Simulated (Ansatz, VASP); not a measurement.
## One calculation of MgO, two programs

```
Mg O
1.0
     3.30347    0.00000    0.00000
    -1.65173    2.86089    0.00000
     0.00000    0.00000    5.01939
Mg O
2 2
Direct
  0.33333 0.66667 0.01547
  0.66667 0.33333 0.51547
  0.33333 0.66667 0.40094
  0.66667 0.33333 0.90094
```

Alike in both runs: task single point; functional PBEsol; k mesh 9 × 9 × 6; occupations gaussian, width 0.05 eV; no spin polarisation.

|  | VASP | Ansatz |
| --- | --- | --- |
| version | VASP 6.6.1 | Ansatz 0.2.0 |
| potentials or method | VASP PAW PBE potentials, release 64 (Mg, O), cutoff 520 eV | scalar-relativistic, plane waves, PAW |
| valence electrons in the cell | 16 | 32 |

|  | VASP | Ansatz | Ansatz less VASP |
| --- | --- | --- | --- |
| gap on the k mesh at the Fermi level (eV) | 3.44 | 3.44 | +0.004 |
| least direct gap on the mesh (eV) | 3.44 | 3.44 | +0.004 |
| pressure (GPa) | 0.3 | 0.6 | +0.31 |
| traceless stress, the component that is largest in VASP (GPa) | 4.55 | 4.44 | -0.106 |
| rms of the force components (eV/Å) | 0.277 | 0.273 | -0.0039 |

VASP's potentials were made for PBE, not for PBEsol, and Ansatz warns of the same on its side. Atom by atom the forces differ by 0.004 eV/Å (rms over components). The functional is the same, so the differences come from potentials, cutoffs and numerics. VASP's potentials hold 16 valence electrons a cell and Ansatz's 32, so a difference there can come from the potentials and not from the codes.
